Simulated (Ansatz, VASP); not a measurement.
# One calculation of H7Rh2, two programs

Contents of INCAR:

```
PREC = Accurate
ENCUT = 600
EDIFF = 1E-6
ISMEAR = 0
SIGMA = 0.1
LREAL = F
LASPH = T
NELM = 100
ALGO = Normal
ISIF = 3
LWAVE = F
LCHARG = F
GGA = PE
IBRION = 2
NSW = 90
EDIFFG = -0.04
```

Contents of KPOINTS:

```
regular mesh
0
Gamma
  6 6 4
```

Contents of POSCAR:

```
H7Rh2
1.0
    3.6714209700      0.0000000000      0.0000000000
   -1.8357104900      3.1795438300      0.0000000000
    0.0000000000      0.0000000000      6.8429203800
H Rh
7 2
Direct
    0.6439982400      0.0000000000      0.5000000000
    0.0000000000      0.6439982400      0.5000000000
    0.3560017600      0.3560017600      0.5000000000
    0.3560017600      0.0000000000      0.5000000000
    0.0000000000      0.3560017600      0.5000000000
    0.6439982400      0.6439982400      0.5000000000
    0.0000000000      0.0000000000      0.0000000000
    0.0000000000      0.0000000000      0.3394130300
    0.0000000000      0.0000000000      0.6605869700
```

Input for Ansatz:

```yaml
crystal:
  lattice:
    - [3.67142097, 0.0, 0.0]
    - [-1.83571049, 3.17954383, 0.0]
    - [0.0, 0.0, 6.84292038]
  atoms:
    - { symbol: H, position: [0.64399824, 0.0, 0.5] }
    - { symbol: H, position: [0.0, 0.64399824, 0.5] }
    - { symbol: H, position: [0.35600176, 0.35600176, 0.5] }
    - { symbol: H, position: [0.35600176, 0.0, 0.5] }
    - { symbol: H, position: [0.0, 0.35600176, 0.5] }
    - { symbol: H, position: [0.64399824, 0.64399824, 0.5] }
    - { symbol: H, position: [0.0, 0.0, 0.0] }
    - { symbol: Rh, position: [0.0, 0.0, 0.33941303] }
    - { symbol: Rh, position: [0.0, 0.0, 0.66058697] }
basis:
  ecutwfc: 420
kpoints:
  mp_grid: { grid: [6, 6, 4] }
hamiltonian:
  xc: pbe
scf:
  occupations: { method: gaussian, width: 0.1 }
  lower_state_search: "off"
output:
  forces: true
  stress: true
  eigenvalues: true
relax:
  adjacent_minimum: "off"
  f_tol: 0.04
  max_steps: 70
  cell: { stress_tol: 0.4 }
```

Alike in both runs: task relaxation of cell and atoms; functional PBE; k mesh 6 × 6 × 4; occupations gaussian, width 0.1 eV; no spin polarisation.

|  | VASP | Ansatz |
| --- | --- | --- |
| version | VASP 6.6.1 | Ansatz 0.2.0 |
| potentials or method | VASP PAW PBE potentials, release 64 (H, Rh_pv), cutoff 600 eV | scalar-relativistic, plane waves, PAW |
| valence electrons in the cell | 37 | 41 |

Ansatz gave:

| Property | Result |
| --- | --- |
| gap on the k mesh at the Fermi level, each at its own relaxed structure (eV) | none |
| relaxed volume (Å³/atom) | 10.40 |
| relaxed length of the cell vector where the two differ most in proportion (Å) | 4.228 |

**Question.** Estimate VASP's values.

**Answer.** gap on the k mesh at the Fermi level, each at its own relaxed structure (eV): none; relaxed volume (Å³/atom): 10.11; relaxed length of the cell vector where the two differ most in proportion (Å): 4.171.

A gap of «none» marks a metal or a gap that the smearing closes. VASP's potentials hold 37 valence electrons a cell and Ansatz's 41, so a difference there can come from the potentials and not from the codes.
